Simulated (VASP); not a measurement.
# HfB (Fm-3m) in VASP: further runs

HfB is run at these levels: LDA; tasks: single point.

Program: VASP 6.6.1. These are calculated values, not measurements. Logs are shortened: lines on timing, memory, paths and dates and some standing lists are left out, and cuts for length are marked.

### Step 1. The cell of the first run

The structure is cubic, space group Fm-3m (No. 225). Conventional cell: a = 4.589 Å, b = 4.589 Å, c = 4.589 Å, α = 90.00°, β = 90.00°, γ = 90.00°. Hf (site symmetry m-3m) has 6 B at 2.29 Å within 3.0 Å. Within 3.0 Å of B (site symmetry m-3m) lie 6 Hf at 2.29 Å.

### Step 2. Single point, LDA (volume scaled by 0.98)

The input, INCAR:

```
SYSTEM = HfB
PREC = Accurate ; ENCUT = 520
EDIFF = 1E-6 ; ISMEAR = -1
SIGMA = 0.05 ; LREAL = .FALSE.
LASPH = .TRUE. ; NELM = 60
ALGO = Normal ; ISIF = 2
LWAVE = .FALSE. ; LCHARG = .TRUE.
LELF = .TRUE. ; LVHAR = .TRUE.
NBANDS = 14
```

The input, KPOINTS:

```
regular mesh
0
G
  10 10 10
  0 0 0
```

The input, POSCAR:

```
HfB
1.0
    0.0000000000      2.2944961772      2.2944961772
    2.2944961772      0.0000000000      2.2944961772
    2.2944961772      2.2944961772      0.0000000000
Hf B
1 1
Direct
    0.5000000000      0.5000000000      0.5000000000
    0.0000000000      0.0000000000      0.0000000000
```

Potentials or basis: VASP PAW LDA potentials, release 64 (Hf_pv, B).

Launch:

```
> cat potpaw_LDA.64/Hf_pv/POTCAR potpaw_LDA.64/B/POTCAR > POTCAR
> mpirun -np 1 vasp_std > vasp.out
```

OUTCAR:

```text
SYSTEM = HfB
   PREC = Accurate
   ENCUT = 520
   EDIFF = 1E-6
   ISMEAR = -1
   LREAL = .FALSE.
   LASPH = .TRUE.
   NELM = 60
   ISIF = 2

 ion  position               nearest neighbor table
   1  0.500  0.500  0.500-   2 2.29   2 2.29   2 2.29   2 2.29   2 2.29   2 2.29
   2  0.000  0.000  0.000-   1 2.29   1 2.29   1 2.29   1 2.29   1 2.29   1 2.29

  LATTYP: Found a face centered cubic cell.
 ALAT       =     4.5889923544

  Lattice vectors:

 A1 = (   0.0000000000,   2.2944961772,   2.2944961772)
 A2 = (   2.2944961772,   0.0000000000,   2.2944961772)
 A3 = (   2.2944961772,   2.2944961772,   0.0000000000)

Analysis of symmetry for initial positions (statically):
=====================================================================
 Subroutine PRICEL returns:
 Original cell was already a primitive cell.

 Routine SETGRP: Setting up the symmetry group for a
 face centered cubic supercell.

 Subroutine GETGRP returns: Found 48 space group operations
 (whereof 48 operations were pure point group operations)
 out of a pool of 48 trial point group operations.

The static configuration has the point symmetry O_h .

Analysis of symmetry for dynamics (positions and initial velocities):
=====================================================================
 Subroutine PRICEL returns:
 Original cell was already a primitive cell.

 Routine SETGRP: Setting up the symmetry group for a
 face centered cubic supercell.

 Subroutine GETGRP returns: Found 48 space group operations
 (whereof 48 operations were pure point group operations)
 out of a pool of 48 trial point group operations.

The dynamic configuration has the point symmetry O_h .

 Subroutine INISYM returns: Found 48 space group operations
 (whereof 48 operations are pure point group operations),
 and found     1 'primitive' translations

----------------------------------------------------------------------------------------

                                     Primitive cell

  volume of cell :      24.1597

  direct lattice vectors                    reciprocal lattice vectors
     0.000000000  2.294496177  2.294496177    -0.217912762  0.217912762  0.217912762
     2.294496177  0.000000000  2.294496177     0.217912762 -0.217912762  0.217912762
     2.294496177  2.294496177  0.000000000     0.217912762  0.217912762 -0.217912762

  length of vectors
     3.244907613  3.244907613  3.244907613     0.377435976  0.377435976  0.377435976

  position of ions in fractional coordinates (direct lattice)
     0.500000000  0.500000000  0.500000000
     0.000000000  0.000000000  0.000000000

  ion indices of the primitive-cell ions
   primitive index   ion index
                 1           1
                 2           2

----------------------------------------------------------------------------------------

 KPOINTS: regular mesh

Automatic generation of k-mesh.
 Grid dimensions read from file:
 generate k-points for:   10   10   10

 Generating k-lattice:

  Cartesian coordinates                     Fractional coordinates (reciprocal lattice)
    -0.021791276  0.021791276  0.021791276     0.100000000  0.000000000  0.000000000
     0.021791276 -0.021791276  0.021791276     0.000000000  0.100000000  0.000000000
     0.021791276  0.021791276 -0.021791276     0.000000000  0.000000000  0.100000000

  Length of vectors
     0.037743598  0.037743598  0.037743598

  Shift w.r.t. Gamma in fractional coordinates (k-lattice)
     0.000000000  0.000000000  0.000000000

 Subroutine IBZKPT returns following result:
 ===========================================

 Found     47 irreducible k-points:

 Following reciprocal coordinates:
            Coordinates               Weight
  0.000000  0.000000  0.000000      1.000000
  0.100000  0.000000  0.000000      8.000000
  0.200000  0.000000  0.000000      8.000000
  0.300000  0.000000  0.000000      8.000000
  0.400000  0.000000  0.000000      8.000000
  0.500000  0.000000  0.000000      4.000000
[... 16 lines left out ...]
  0.300000  0.300000  0.000000      6.000000
  0.400000  0.300000  0.000000     24.000000
 [... further k-points ...]
   k-points           NKPTS =     47   k-points in BZ     NKDIM =     47   number of bands    NBANDS=     14
   number of dos      NEDOS =    301   number of ions     NIONS =      2
   total plane-waves  NPLWV =  13824
   dimension x,y,z NGX =    24 NGY =   24 NGZ =   24
   dimension x,y,z NGXF=    48 NGYF=   48 NGZF=   48
   ions per type =               1   1
   NGX,Y,Z   is equivalent  to a cutoff of  12.30, 12.30, 12.30 a.u.
   NGXF,Y,Z  is equivalent  to a cutoff of  24.59, 24.59, 24.59 a.u.
 SYSTEM =  HfB
   PREC   = accura    normal or accurate (medium, high low for compatibility)
   ISTART =      0    job   : 0-new  1-cont  2-samecut
   ICHARG =      2    charge: 1-file 2-atom 10-const
   ISPIN  =      1    spin polarized calculation?
   LNONCOLLINEAR =      F non collinear calculations
   LSORBIT =      F    spin-orbit coupling
   LASPH  =      T    aspherical Exc in radial PAW
   ENCUT  =  520.0 eV  38.22 Ry    6.18 a.u.   6.03  6.03  6.03*2*pi/ulx,y,z
   NELM   =     60;   NELMIN=  2; NELMDL= -5     # of ELM steps
   EDIFF  = 0.1E-05   stopping-criterion for ELM
   LREAL  =      F    real-space projection
   EDIFFG = 0.1E-04   stopping-criterion for IOM
   NSW    =      0    number of steps for IOM
   IBRION =     -1    ionic relax: 0-MD 1-quasi-New 2-CG
   NFREE  =      0    steps in history (QN), initial steepest desc. (CG)
   ISIF   =      2    stress and relaxation
   ISYM   =      2    0-nonsym 1-usesym 2-fastsym
   POTIM  = 0.5000    time-step for ionic-motion
   TEBEG  =    0.0;   TEEND  =   0.0 temperature during run
   PSTRESS=    0.0 pullay stress
   NELECT =      13.0000    total number of electrons
   NUPDOWN=      -1.0000    fix difference up-down
   EMIN   =  10.00;   EMAX   =-10.00  energy-range for DOS
   EFERMI =   0.00;   METHOD = LEGACY
   ISMEAR =    -1;   SIGMA  =   0.05  broadening in eV -4-tet -1-fermi 0-gaus
   EFERMI_NEDOS =   21; number of points for ismear=-14 and -15
   IALGO  =     38    algorithm
   IMIX   =      4    mixing-type and parameters
     AMIX     =   0.40;   BMIX     =  1.00
     AMIX_MAG =   1.60;   BMIX_MAG =  1.00
  volume/ion in A,a.u.               =      12.08        81.52
  Fermi-wavevector in a.u.,A,eV,Ry     =   1.331553  2.516271 24.123601  1.773035
  Thomas-Fermi vector in A             =   2.460556
   LORBIT       =      0    0 simple, 1 ext, 2 COOP (PROOUT), +10 PAW based schemes
   GGA     = CA    functional components
   LHFCALC =     F    Hartree Fock is set to
   AEXX    =    0.0000 exact exchange contribution
   IVDW    =     0    specifies the selected vdW correction
   LEPSILON=     F    determine dielectric tensor
   LRPA    =     F    only Hartree local field effects (RPA)
 non-spin polarized calculation
  energy-cutoff  :      520.00
  volume of cell :       24.16
 maximum number of plane-waves:       666
   NGX = 13   NGY = 13   NGZ = 13

 number of electron      13.0000002 magnetization

 Free energy of the ion-electron system (eV)
  ---------------------------------------------------
  ext. energy  EPLUGINS =         0.00000000
  ---------------------------------------------------
  free energy    TOTEN  =       -18.80186192 eV

  energy without entropy =      -18.79240944  energy(sigma->0) =      -18.79713568

 E-fermi :   5.2036     XC(G=0): -12.5488

 val. band max:        5.1571007555   @ k =  -0.2000   0.1000   0.0000
 cond. band min:       5.2307448712   @ k =   0.5000   0.3000   0.1000
 fundamental gap:      0.0736441157
 Fermi energy:         5.2036385503

 k-point     1 :       0.0000    0.0000    0.0000
  band No.  band energies     occupation
      1     -22.8272      2.00000
      2     -22.8272      2.00000
      3     -22.8272      2.00000
      4      -4.2731      2.00000
      5       7.3666      0.00000
      6       7.3666      0.00000
      7       7.3666      0.00000
      8       9.2408      0.00000
      9       9.2408      0.00000
     10       9.2408      0.00000
     11       9.4658      0.00000
     12       9.4658      0.00000
     13      17.0659      0.00000
     14      18.6506      0.00000

 k-point     2 :       0.1000    0.0000    0.0000
  band No.  band energies     occupation
      1     -22.9093      2.00000
      2     -22.8354      2.00000
      3     -22.8354      2.00000
      4      -3.9755      2.00000
      5       6.4829      0.00000
      6       7.0269      0.00000
      7       7.0269      0.00000
      8       8.1344      0.00000
      9       8.1344      0.00000
     10       9.6945      0.00000
     11      11.5044      0.00000
     12      11.5044      0.00000
     13      17.8103      0.00000
     14      18.9368      0.00000

 k-point     3 :       0.2000    0.0000    0.0000
  band No.  band energies     occupation
      1     -23.1181      2.00000
      2     -22.8568      2.00000
      3     -22.8568      2.00000
      4      -3.1486      2.00000
      5       4.9943      1.97008
      6       5.7325      0.00005
      7       5.7325      0.00005
      8       8.7102      0.00000
      9       8.7102      0.00000
     10      10.2127      0.00000
     11      13.9367      0.00000
     12      13.9367      0.00000
     13      19.2313      0.00000
     14      19.5873      0.00000
[... 324 lines left out ...]
 k-point    23 :       0.3000    0.3000    0.0000
  band No.  band energies     occupation
      1     -23.3210      2.00000
      2     -23.0146      2.00000
      3     -23.0146      2.00000
      4      -1.7289      2.00000
      5       3.1010      2.00000
      6       4.9009      1.99532
      7       6.9657      0.00000
      8       6.9657      0.00000
      9      10.7144      0.00000
     10      13.1506      0.00000
     11      13.1506      0.00000
     12      17.0838      0.00000
     13      19.5780      0.00000
     14      20.5804      0.00000

 k-point    24 :       0.4000    0.3000    0.0000
  band No.  band energies     occupation
      1     -23.4248      2.00000
      2     -23.0697      2.00000
      3     -23.0445      2.00000
      4      -1.2856      2.00000
      5       3.1202      2.00000
      6       4.3939      2.00000
      7       6.6223      0.00000
      8       7.4535      0.00000
      9      11.6472      0.00000
     10      13.2777      0.00000
     11      13.5647      0.00000
     12      18.0246      0.00000
     13      18.4590      0.00000
     14      19.6372      0.00000

 [... further k-points ...]
[... 5 lines left out ...]
  --------------------------------------------------------------------------------------
  -------------------------------------------------------------------------------------
  Total        3.7987180      3.7987180      3.7987180      0.0000000      0.0000000      0.0000000
  in kB      251.9159299    251.9159299    251.9159299      0.0000000      0.0000000      0.0000000
  external PRESSURE =     251.9159299 kB  Pullay stress =       0.0000000 kB

 VOLUME and BASIS-vectors are now :
 -----------------------------------------------------------------------------
  energy-cutoff  :      520.00
  volume of cell :       24.16
      direct lattice vectors                 reciprocal lattice vectors
     0.000000000  2.294496177  2.294496177    -0.217912762  0.217912762  0.217912762
     2.294496177  0.000000000  2.294496177     0.217912762 -0.217912762  0.217912762
     2.294496177  2.294496177  0.000000000     0.217912762  0.217912762 -0.217912762

 POSITION                                       TOTAL-FORCE (eV/Angst)
 -----------------------------------------------------------------------------------
      2.29450      2.29450      2.29450         0.000000     -0.000000      0.000000
      0.00000      0.00000      0.00000         0.000000      0.000000      0.000000
 -----------------------------------------------------------------------------------
    total drift:                               -0.000000     -0.000000      0.000000

  FREE ENERGIE OF THE ION-ELECTRON SYSTEM (eV)
  ---------------------------------------------------
  free  energy   TOTEN  =       -18.8018619183 eV

  energy  without entropy=      -18.7924094396  energy(sigma->0) =      -18.79713568
```

Run time: 5.7 s. Hardware: 1 thread of Intel Xeon 6975P-C, shared host; peak memory 0.14 GiB.

What came out:

```
Free energy : -18.8019 eV
Pressure    : 25.2 GPa
```

Levels at points of the mesh, in eV from the Fermi level:
```
           k point  band 4  band 5  band 6  band 7  band 8  band 9  band 10  band 11
(0.00, 0.00, 0.00)   -9.48    2.16    2.16    2.16    4.04    4.04     4.04     4.26
(0.50, 0.00, 0.00)   -5.03   -3.75   -1.41   -1.41    6.58    6.58     7.69     8.71
(0.50, 0.50, 0.00)   -6.65   -1.17   -0.71    2.51    2.51    6.34     7.99     7.99
```

Caveat: the cell differs from its parent crystal (volume scaled by 0.98); spin-orbit coupling is left out, which moves the levels of the heavy elements.

### Step 3. Single point, LDA

This run uses another cell than the first one, of 12.33 Å³/atom, 1.020 times its volume.

The input, INCAR:

```
PREC = Accurate
ENCUT = 520
EDIFF = 1E-6
ISMEAR = -1
SIGMA = 0.05
LREAL = False
LASPH = True
NELM = 80
ALGO = Normal
ISIF = 2
LWAVE = False
LCHARG = False
NBANDS = 14
```

The input, KPOINTS:

```
regular mesh
0
Gamma
  10 10 10
```

The input, POSCAR:

```
HfB
1.0
    0.0000000000      2.3100000000      2.3100000000
    2.3100000000      0.0000000000      2.3100000000
    2.3100000000      2.3100000000      0.0000000000
Hf B
1 1
Direct
    0.5000000000      0.5000000000      0.5000000000
    0.0000000000      0.0000000000      0.0000000000
```

Potentials or basis: VASP PAW LDA potentials, release 64 (Hf_pv, B).

Launch:

```
> cat potpaw_LDA.64/Hf_pv/POTCAR potpaw_LDA.64/B/POTCAR > POTCAR
> mpirun -np 1 vasp_std > vasp.out
```

Wall time 5.4 s (1 thread of Intel Xeon 6975P-C, shared host); peak memory 0.14 GiB.

It converged, with:

```yaml
Free_energy: -18.8711 eV
Pressure: 19.7 GPa
```

Levels at points of the mesh, in eV from the Fermi level:
```tsv
k point	band 5	band 6	band 7	band 8	band 9	band 10
(0.00, 0.00, 0.00)	2.14	2.14	2.14	3.98	3.98	3.98
(0.50, 0.00, 0.00)	-3.83	-1.37	-1.37	6.45	6.45	7.52
(0.50, 0.50, 0.00)	-1.11	-0.77	2.44	2.44	6.21	7.81
```

Caveat: spin-orbit coupling is left out, which moves the levels of the heavy elements.

[end of part 1 of 2]
